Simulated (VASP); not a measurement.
# Te (P3_121) in VASP: settings compared

Aim: see how the results for Te move with the level of theory and the settings. Levels: LDA, r2SCAN. Tasks: single point.

Everything below comes from runs of VASP 6.6.1. Logs are shortened: lines on timing, memory, paths and dates and some standing lists are left out, and cuts for length are marked.

## (1) The cell of the first run

It takes space group P3_121 (No. 152, trigonal). Conventional cell: a = 4.471 Å, b = 4.471 Å, c = 5.949 Å, α = 90.00°, β = 90.00°, γ = 120.00°. Within 3.8 Å of Te (site symmetry 2) lie 6 Te at 2.85 to 3.50 Å.

## (2) Single point, LDA

INCAR

```
SYSTEM = Te
ALGO = Normal ; EDIFF = 1E-6
ENCUT = 520 ; ISIF = 2
ISMEAR = 0 ; LASPH = .TRUE.
LCHARG = .FALSE. ; LREAL = .FALSE.
LWAVE = .FALSE. ; NBANDS = 16
NELM = 100 ; PREC = Accurate
SIGMA = 0.01
```

KPOINTS

```
k-points
0
G
  6 6 2
  0 0 0
```

POSCAR

```
Te
1.0
    4.4712576995      0.0000000000      0.0000000000
   -2.2356288497      3.8722227546      0.0000000000
    0.0000000000      0.0000000000      5.9487470455
Te
3
Direct
    0.2641920677      0.0000000000      0.3333333333
    0.0000000000      0.2641920677      0.6666666667
    0.7358079323      0.7358079323      0.0000000000
```

Potentials or basis: VASP PAW LDA potentials, release 64 (Te).

Command:

```
$ cat potpaw_LDA.64/Te/POTCAR > POTCAR
$ mpirun -np 1 vasp_std > vasp.out
```

OUTCAR:

```text
SYSTEM = Te
   EDIFF = 1E-6
   ENCUT = 520
   ISIF = 2
   ISMEAR = 0
   LASPH = .TRUE.
   LREAL = .FALSE.
   NELM = 100
   PREC = Accurate

 ion  position               nearest neighbor table
   1  0.264  0.000  0.333-   3 2.85   2 2.85   3 3.50   3 3.50   2 3.50   2 3.50
   2  0.000  0.264  0.667-   3 2.85   1 2.85   3 3.50   3 3.50   1 3.50   1 3.50
   3  0.736  0.736  0.000-   2 2.85   1 2.85   2 3.50   1 3.50   1 3.50   2 3.50

  LATTYP: Found a hexagonal cell.
 ALAT       =     4.4712576995
 C/A-ratio  =     1.3304415548

  Lattice vectors:

 A1 = (   4.4712576995,   0.0000000000,   0.0000000000)
 A2 = (  -2.2356288497,   3.8722227546,   0.0000000000)
 A3 = (   0.0000000000,   0.0000000000,   5.9487470455)

Analysis of symmetry for initial positions (statically):
=====================================================================
 Subroutine PRICEL returns:
 Original cell was already a primitive cell.

 Routine SETGRP: Setting up the symmetry group for a
 hexagonal supercell.

 Subroutine GETGRP returns: Found  6 space group operations
 (whereof  2 operations were pure point group operations)
 out of a pool of 24 trial point group operations.

The static configuration has the point symmetry C_2 .
 The point group associated with its full space group is D_3 .

Analysis of symmetry for dynamics (positions and initial velocities):
=====================================================================
 Subroutine PRICEL returns:
 Original cell was already a primitive cell.

 Routine SETGRP: Setting up the symmetry group for a
 hexagonal supercell.

 Subroutine GETGRP returns: Found  6 space group operations
 (whereof  2 operations were pure point group operations)
 out of a pool of 24 trial point group operations.

The dynamic configuration has the point symmetry C_2 .
 The point group associated with its full space group is D_3 .

 Subroutine INISYM returns: Found  6 space group operations
 (whereof  2 operations are pure point group operations),
 and found     1 'primitive' translations

----------------------------------------------------------------------------------------

                                     Primitive cell

  volume of cell :     102.9949

  direct lattice vectors                    reciprocal lattice vectors
     4.471257699  0.000000000  0.000000000     0.223650719  0.129124803  0.000000000
    -2.235628850  3.872222755  0.000000000     0.000000000  0.258249606  0.000000000
     0.000000000  0.000000000  5.948747046     0.000000000  0.000000000  0.168102626

  length of vectors
     4.471257699  4.471257699  5.948747046     0.258249606  0.258249606  0.168102626

  position of ions in fractional coordinates (direct lattice)
     0.264192068  0.000000000  0.333333333
     0.000000000  0.264192068  0.666666667
     0.735807932  0.735807932  0.000000000

  ion indices of the primitive-cell ions
   primitive index   ion index
                 1           1
                 2           2
                 3           3

----------------------------------------------------------------------------------------

 KPOINTS: k-points

Automatic generation of k-mesh.
 Grid dimensions read from file:
 generate k-points for:    6    6    2

 Generating k-lattice:

  Cartesian coordinates                     Fractional coordinates (reciprocal lattice)
     0.037275120  0.021520800  0.000000000     0.166666667  0.000000000  0.000000000
     0.000000000  0.043041601  0.000000000     0.000000000  0.166666667  0.000000000
     0.000000000  0.000000000  0.084051313     0.000000000  0.000000000  0.500000000

  Length of vectors
     0.043041601  0.043041601  0.084051313

  Shift w.r.t. Gamma in fractional coordinates (k-lattice)
     0.000000000  0.000000000  0.000000000

 Subroutine IBZKPT returns following result:
 ===========================================

 Found     14 irreducible k-points:

 Following reciprocal coordinates:
            Coordinates               Weight
  0.000000  0.000000  0.000000      1.000000
  0.166667 -0.000000  0.000000      6.000000
  0.333333  0.000000  0.000000      6.000000
  0.500000 -0.000000  0.000000      3.000000
  0.166667  0.166667  0.000000      6.000000
  0.333333  0.166667  0.000000     12.000000
  0.333333  0.333333  0.000000      2.000000
  0.000000  0.000000  0.500000      1.000000
  0.166667 -0.000000  0.500000      6.000000
  0.333333  0.000000  0.500000      6.000000
  0.500000 -0.000000  0.500000      3.000000
  0.166667  0.166667  0.500000      6.000000
  0.333333  0.166667  0.500000     12.000000
  0.333333  0.333333  0.500000      2.000000
   k-points           NKPTS =     14   k-points in BZ     NKDIM =     14   number of bands    NBANDS=     16
   number of dos      NEDOS =    301   number of ions     NIONS =      3
   total plane-waves  NPLWV =  62208
   dimension x,y,z NGX =    36 NGY =   36 NGZ =   48
   dimension x,y,z NGXF=    72 NGYF=   72 NGZF=   96
   ions per type =               3
   NGX,Y,Z   is equivalent  to a cutoff of  13.39, 13.39, 13.41 a.u.
   NGXF,Y,Z  is equivalent  to a cutoff of  26.77, 26.77, 26.83 a.u.
 SYSTEM =  Te
   PREC   = accura    normal or accurate (medium, high low for compatibility)
   ISTART =      0    job   : 0-new  1-cont  2-samecut
   ICHARG =      2    charge: 1-file 2-atom 10-const
   ISPIN  =      1    spin polarized calculation?
   LNONCOLLINEAR =      F non collinear calculations
   LSORBIT =      F    spin-orbit coupling
   LASPH  =      T    aspherical Exc in radial PAW
   ENCUT  =  520.0 eV  38.22 Ry    6.18 a.u.   8.31  8.31 11.06*2*pi/ulx,y,z
   NELM   =    100;   NELMIN=  2; NELMDL= -5     # of ELM steps
   EDIFF  = 0.1E-05   stopping-criterion for ELM
   LREAL  =      F    real-space projection
   EDIFFG = 0.1E-04   stopping-criterion for IOM
   NSW    =      0    number of steps for IOM
   IBRION =     -1    ionic relax: 0-MD 1-quasi-New 2-CG
   NFREE  =      0    steps in history (QN), initial steepest desc. (CG)
   ISIF   =      2    stress and relaxation
   ISYM   =      2    0-nonsym 1-usesym 2-fastsym
   POTIM  = 0.5000    time-step for ionic-motion
   TEBEG  =    0.0;   TEEND  =   0.0 temperature during run
   PSTRESS=    0.0 pullay stress
   NELECT =      18.0000    total number of electrons
   NUPDOWN=      -1.0000    fix difference up-down
   EMIN   =  10.00;   EMAX   =-10.00  energy-range for DOS
   EFERMI =   0.00;   METHOD = LEGACY
   ISMEAR =     0;   SIGMA  =   0.01  broadening in eV -4-tet -1-fermi 0-gaus
   EFERMI_NEDOS =   21; number of points for ismear=-14 and -15
   IALGO  =     38    algorithm
   IMIX   =      4    mixing-type and parameters
     AMIX     =   0.40;   BMIX     =  1.00
     AMIX_MAG =   1.60;   BMIX_MAG =  1.00
  volume/ion in A,a.u.               =      34.33       231.68
  Fermi-wavevector in a.u.,A,eV,Ry     =   0.915294  1.729654 11.398452  0.837763
  Thomas-Fermi vector in A             =   2.040019
   LORBIT       =      0    0 simple, 1 ext, 2 COOP (PROOUT), +10 PAW based schemes
   GGA     = CA    functional components
   LHFCALC =     F    Hartree Fock is set to
   AEXX    =    0.0000 exact exchange contribution
   IVDW    =     0    specifies the selected vdW correction
   LEPSILON=     F    determine dielectric tensor
   LRPA    =     F    only Hartree local field effects (RPA)
 non-spin polarized calculation
 Gauss-broadening in eV      SIGMA  =   0.01
  energy-cutoff  :      520.00
  volume of cell :      102.99
 maximum number of plane-waves:      2854
 NGX is ok and might be reduce to    36
   NGX = 17   NGY = 17   NGZ = 23

 number of electron      17.9999997 magnetization

 Free energy of the ion-electron system (eV)
  ---------------------------------------------------
  ext. energy  EPLUGINS =         0.00000000
  ---------------------------------------------------
  free energy    TOTEN  =       -11.32042902 eV

  energy without entropy =      -11.32042902  energy(sigma->0) =      -11.32042902

 E-fermi :   5.6778     XC(G=0):  -9.2505

 val. band max:        5.6345217799   @ k =   0.3333   0.3333   0.5000
 cond. band min:       5.7393275445   @ k =   0.3333   0.3333   0.5000
 fundamental gap:      0.1048057646
 Fermi energy:         5.6778273988

 k-point     1 :       0.0000    0.0000    0.0000
  band No.  band energies     occupation
      1      -7.9544      2.00000
      2      -4.6881      2.00000
      3      -4.6881      2.00000
      4       2.6043      2.00000
      5       2.8642      2.00000
      6       2.8642      2.00000
[... 8 lines left out ...]
     15      11.3923      0.00000
     16      11.9393      0.00000

 k-point     2 :       0.1667   -0.0000    0.0000
  band No.  band energies     occupation
      1      -7.7767      2.00000
      2      -4.7524      2.00000
      3      -4.6389      2.00000
      4       1.5712      2.00000
      5       2.1855      2.00000
      6       2.5798      2.00000
[... 8 lines left out ...]
     15      11.7411      0.00000
     16      12.1422      0.00000

 k-point     3 :       0.3333    0.0000    0.0000
  band No.  band energies     occupation
      1      -7.3163      2.00000
      2      -5.0574      2.00000
      3      -4.5282      2.00000
      4       0.8499      2.00000
      5       1.4837      2.00000
      6       2.1222      2.00000
[... 8 lines left out ...]
     15      12.6572      0.00000
     16      13.3844      0.00000

 k-point     4 :       0.5000   -0.0000    0.0000
  band No.  band energies     occupation
      1      -6.9708      2.00000
      2      -5.3676      2.00000
      3      -4.4666      2.00000
      4       0.8195      2.00000
      5       1.2667      2.00000
      6       2.1498      2.00000
[... 8 lines left out ...]
     15      14.1801      0.00000
     16      14.4609      0.00000
[... 134 lines left out ...]
 k-point    12 :       0.1667    0.1667    0.5000
  band No.  band energies     occupation
      1      -6.7110      2.00000
      2      -6.6153      2.00000
      3      -3.5531      2.00000
      4       1.0585      2.00000
      5       1.8314      2.00000
      6       1.9813      2.00000
[... 8 lines left out ...]
     15      12.0943      0.00000
     16      12.3587      0.00000

 k-point    13 :       0.3333    0.1667    0.5000
  band No.  band energies     occupation
      1      -6.4316      2.00000
      2      -6.2187      2.00000
      3      -4.1963      2.00000
      4       0.3216      2.00000
      5       1.2590      2.00000
      6       1.4260      2.00000
[... 8 lines left out ...]
     15      12.3542      0.00000
     16      13.0463      0.00000

 k-point    14 :       0.3333    0.3333    0.5000
  band No.  band energies     occupation
      1      -6.1986      2.00000
      2      -6.1986      2.00000
      3      -4.3783      2.00000
      4       0.5143      2.00000
      5       0.7165      2.00000
      6       0.7165      2.00000
[... 8 lines left out ...]
     15      12.0571      0.00000
     16      12.5991      0.00000

------------------------ aborting loop because EDIFF is reached ----------------------------------------

  FORCE on cell =-STRESS in cart. coord.  units (eV):
  Direction    XX          YY          ZZ          XY          YZ          ZX
  --------------------------------------------------------------------------------------
  -------------------------------------------------------------------------------------
  Total       -1.2351763     -1.2351763     -1.0899044     -0.0000000     -0.0000000     -0.0000000
  in kB      -19.2142750    -19.2142750    -16.9544398     -0.0000000     -0.0000000     -0.0000000
  external PRESSURE =     -18.4609966 kB  Pullay stress =       0.0000000 kB

 VOLUME and BASIS-vectors are now :
 -----------------------------------------------------------------------------
  energy-cutoff  :      520.00
  volume of cell :      102.99
      direct lattice vectors                 reciprocal lattice vectors
     4.471257699  0.000000000  0.000000000     0.223650719  0.129124803  0.000000000
    -2.235628850  3.872222755  0.000000000     0.000000000  0.258249606  0.000000000
     0.000000000  0.000000000  5.948747046     0.000000000  0.000000000  0.168102626

 POSITION                                       TOTAL-FORCE (eV/Angst)
 -----------------------------------------------------------------------------------
      1.18127      0.00000      1.98292         0.124666      0.000000     -0.000000
     -0.59064      1.02301      3.96583        -0.062333      0.107964     -0.000000
      1.64499      2.84921      0.00000        -0.062333     -0.107964      0.000000
 -----------------------------------------------------------------------------------
    total drift:                                0.000000     -0.000000      0.000000

  FREE ENERGIE OF THE ION-ELECTRON SYSTEM (eV)
  ---------------------------------------------------
  free  energy   TOTEN  =       -11.3204290209 eV

  energy  without entropy=      -11.3204290209  energy(sigma->0) =      -11.32042902
```

Run time: 20 s. Hardware: 1 thread of Intel Xeon 6975P-C, shared host; peak memory 0.19 GiB.

What came out:

| Item | Value |
| --- | --- |
| Free energy | -11.3204 eV |
| Pressure | -1.8 GPa |
| Largest force | 0.125 eV/Å |
| Band gap on the k mesh | 0.10 eV, direct |

Forces in eV/Å, atoms in the order of the input:
```
Te   0.125  0.000  0.000
Te  -0.062  0.108  0.000
Te  -0.062 -0.108  0.000
```

Levels at points of the mesh, in eV from the valence-band top:
```csv
k point,band 6,band 7,band 8,band 9,band 10,band 11,band 12,band 13
"(0.00, 0.00, 0.00)",-2.77,-1.62,-1.62,-0.72,0.99,0.99,1.62,4.90
"(0.50, 0.00, 0.00)",-3.48,-3.44,-1.08,-0.82,0.88,0.98,2.99,3.67
"(0.00, 0.00, 0.50)",-2.62,-1.29,-1.02,-1.02,0.52,0.53,0.53,4.02
"(0.50, 0.00, 0.50)",-3.62,-2.36,-2.02,-0.21,0.74,1.90,2.52,4.50
```

Caveat: the k points lie up to 0.53 Å⁻¹ apart; spin-orbit coupling is left out, which moves the levels of the heavy elements.

## (3) Single point, r2SCAN

POSCAR is that of step 2.

INCAR.step1

```
PREC     = Accurate       # precision mode
ENCUT    = 520            # plane-wave cutoff, eV
ISMEAR   = 0              # smearing method
SIGMA    = 0.01           # smearing width, eV
LREAL    = F              # projectors in reciprocal space
LASPH    = T              # aspherical terms in the spheres
NELM     = 80             # most SCF steps
NBANDS   = 16             # bands
GGA      = PE             # functional
ALGO     = Normal         # electronic algorithm
EDIFF    = 1E-4           # SCF threshold, eV
LWAVE    = T              # write WAVECAR
LCHARG   = F              # write CHGCAR
```

INCAR.step2

```
PREC     = Accurate       # precision mode
ENCUT    = 520            # plane-wave cutoff, eV
EDIFF    = 1E-6           # SCF threshold, eV
ISMEAR   = 0              # smearing method
SIGMA    = 0.01           # smearing width, eV
LREAL    = F              # projectors in reciprocal space
LASPH    = T              # aspherical terms in the spheres
NELM     = 80             # most SCF steps
ALGO     = Normal         # electronic algorithm
ISIF     = 2              # what is computed and relaxed
LWAVE    = F              # write WAVECAR
LCHARG   = T              # write CHGCAR
METAGGA  = R2SCAN         # meta-GGA
LMIXTAU  = T            
LELF     = T              # ELF
LVHAR    = T            
NBANDS   = 16             # bands
ISTART   = 1
```

KPOINTS

```
Automatic mesh
0
Gamma
  6 6 2
```

Potentials or basis: VASP PAW PBE potentials, release 64 (Te).

Command:

```
$ cat potpaw_PBE.64/Te/POTCAR > POTCAR
$ cp INCAR.step1 INCAR
$ mpirun -np 1 vasp_std > vasp.out
$ cp INCAR.step2 INCAR
$ mpirun -np 1 vasp_std > vasp.out
```

Run time: 96 s. Hardware: 1 thread of Intel Xeon 6975P-C, shared host; peak memory 0.26 GiB.

Results (log left out):

- Free energy: -76.2280 eV
- Pressure: 0.9 GPa
- Largest force: 0.009 eV/Å
- Band gap on the k mesh: 0.33 eV, direct

Forces in eV/Å, atoms in the order of the input:
```
Te  -0.009  0.000  0.000
Te   0.005 -0.008  0.000
Te   0.005  0.008  0.000
```

Stress tensor (GPa, compression positive):
```
0.79 0.00 0.00
0.00 0.79 0.00
0.00 0.00 1.00
```

Levels at points of the mesh, in eV from the valence-band top:
| k point | band 7 | band 8 | band 9 | band 10 | band 11 | band 12 |
| --- | --- | --- | --- | --- | --- | --- |
| (0.00, 0.00, 0.00) | -1.70 | -1.70 | -0.81 | 1.15 | 1.15 | 1.82 |
| (0.50, 0.00, 0.00) | -3.54 | -1.13 | -0.88 | 1.09 | 1.19 | 3.40 |
| (0.00, 0.00, 0.50) | -1.42 | -1.09 | -1.09 | 0.62 | 0.79 | 0.79 |
| (0.50, 0.00, 0.50) | -2.44 | -2.11 | -0.19 | 0.92 | 2.08 | 2.75 |

Caveat: the k points lie up to 0.53 Å⁻¹ apart; the PAW data sets were made with another functional, which shifts forces and pressure a little; spin-orbit coupling is left out, which moves the levels of the heavy elements.
